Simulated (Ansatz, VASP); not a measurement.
## One calculation of WC, two programs

```xyz
2
Lattice="0.0000 2.3508 2.3508 2.3508 0.0000 2.3508 2.3508 2.3508 0.0000" Properties=species:S:1:pos:R:3 pbc="T T T"
W     3.5262    3.5262    3.5262
C     0.0000    0.0000    0.0000
```

Change from the starting cell: species swapped into the BeTe type (F-43m, No. 216).

Alike in both runs: functional PBE; k mesh 7 × 7 × 7; occupations gaussian, width 0.2 eV; no spin polarisation.

Ansatz relaxed the structure, and its values are those at the end. VASP's run is a single point on that final structure, the one shown.

```csv
,VASP,Ansatz
version,VASP 6.6.1,Ansatz 0.2.0
potentials or method,"VASP PAW PBE potentials, release 64 (W_sv, C), cutoff 600 eV","scalar-relativistic, plane waves, PAW"
valence electrons in the cell,18,18
```

VASP gave:

| Item | Value |
| --- | --- |
| gap on the k mesh at the Fermi level (eV) | none |
| pressure (GPa) | 0.1 |

Question: What did Ansatz give for the same quantities?

Answer: gap on the k mesh at the Fermi level (eV): none; pressure (GPa): -0.5.

A gap of «none» marks a metal or a gap that the smearing closes.

Neither program's run includes spin-orbit coupling.
